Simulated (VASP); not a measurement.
# RbCl: single point with r2SCAN

RbCl:

```
Rb Cl
1.0
     0.00000    3.26221    3.26221
     3.26221    0.00000    3.26221
     3.26221    3.26221    0.00000
Rb Cl
1 1
Direct
  0.50000 0.50000 0.50000
  0.00000 0.00000 0.00000
```

```yaml
Program: VASP 6.6.1
Task: single point
Functional: r2SCAN
Potentials_or_basis: VASP PAW PBE potentials, release 64 (Rb_sv, Cl)
Cutoff: 550 eV
k_mesh: 6 × 6 × 6
Occupations: gaussian, width 0.05 eV
Spin: no spin polarisation
Dipole_correction: no
Further_INCAR_settings: ALGO = Normal; EDIFF = 1e-06; NBANDS = 15
```

```
Pressure               : 0.8 GPa
Band gap on the k mesh : 5.69 eV
```

Levels at points of the mesh, in eV from the valence-band top:
| k point | band 4 | band 5 | band 6 | band 7 | band 8 | band 9 | band 10 | band 11 | band 12 | band 13 |
| --- | --- | --- | --- | --- | --- | --- | --- | --- | --- | --- |
| (0.00, 0.00, 0.00) | -8.08 | -8.08 | 0.00 | 0.00 | 0.00 | 5.69 | 8.63 | 8.63 | 8.63 | 9.82 |
| (0.50, 0.00, 0.00) | -8.09 | -8.04 | -0.89 | -0.36 | -0.36 | 8.31 | 8.63 | 11.00 | 11.00 | 12.18 |
| (0.50, 0.50, 0.00) | -8.19 | -8.19 | -0.32 | -0.10 | -0.10 | 6.64 | 9.03 | 10.37 | 11.01 | 11.47 |

Run time: 64 s on 1 thread of Intel(R) Xeon(R) Platinum 8488C (Sapphire Rapids), on a shared host, peak memory 0.21 GiB.

Caveat: the PAW data sets were made with another functional, which shifts forces and pressure a little.
